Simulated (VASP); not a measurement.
A run of VASP 6.6.1 is set up as follows.

The input INCAR:

```
  ALGO = Normal
  EDIFF = 1E-6
  ENCUT = 520
  GGA = CA
  ISIF = 2
  ISMEAR = -1
  LASPH = T
  LCHARG = F
  LREAL = F
  LWAVE = F
  NBANDS = 11
  NELM = 60
  PREC = Accurate
  SIGMA = 0.02
```

Contents of KPOINTS:

```
k-points
0
Gamma
  10 10 10
```

Contents of POSCAR:

```
AlN
1.0
    0.0000000000      2.1711517171      2.1711517171
    2.1711517171      0.0000000000      2.1711517171
    2.1711517171      2.1711517171      0.0000000000
Al N
1 1
Direct
    0.0000000000      0.0000000000      0.0000000000
    0.7500000000      0.7500000000      0.7500000000
```

Potentials or basis: VASP PAW LDA potentials, release 64 (Al, N).

Run with:

```sh
$ cat potpaw_LDA.64/Al/POTCAR potpaw_LDA.64/N/POTCAR > POTCAR
$ mpirun -np 1 vasp_std > vasp.out
```

**Question.** What does it give for the band gap on the k mesh?

**Answer.** 3.23 eV (least direct gap 4.39 eV).

**Question.** Estimate the pressure.

**Answer.** 0.6 GPa.

A k mesh can miss the band edges.
